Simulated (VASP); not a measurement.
Here is a VASP 6.6.1 calculation.

File INCAR:

```
SYSTEM = SrO
  PREC = Accurate
  ENCUT = 520
  EDIFF = 1E-7
  ISMEAR = 0
  SIGMA = 0.05
  LREAL = .FALSE.
  LASPH = .TRUE.
  NELM = 100
  ALGO = Normal
  ISIF = 2
  LWAVE = .FALSE.
  LCHARG = .TRUE.
  LELF = .TRUE.
  LVHAR = .TRUE.
  NBANDS = 15
```

File KPOINTS:

```
regular mesh
0
G
  8 8 8
  0 0 0
```

File POSCAR:

```
SrO
1.0
    0.0000000000      2.5698000000      2.6982900000
    2.5698000000      0.0000000000      2.6982900000
    2.5698000000      2.5698000000      0.0000000000
Sr O
1 1
Direct
    0.0000000000      0.0000000000      0.0000000000
    0.5000000000      0.5000000000      0.5000000000
```

Potentials or basis: VASP PAW LDA potentials, release 64 (Sr_sv, O).

Run with:

```bash
$ cat potpaw_LDA.64/Sr_sv/POTCAR potpaw_LDA.64/O/POTCAR > POTCAR
$ mpirun -np 1 vasp_std > vasp.out
```

Question: Estimate the pressure.

Answer: -6.9 GPa.

Question: Estimate the band gap on the k mesh.

Answer: 3.04 eV, indirect (least direct gap 3.14 eV).

Stress tensor (GPa, compression positive):
```
-5.50  0.00  0.00
 0.00 -5.50  0.00
 0.00  0.00 -9.68
```

Caveat: the cell differs from its parent crystal (strain +0.000 along x and y, +0.050 along z). A k mesh can miss the band edges.
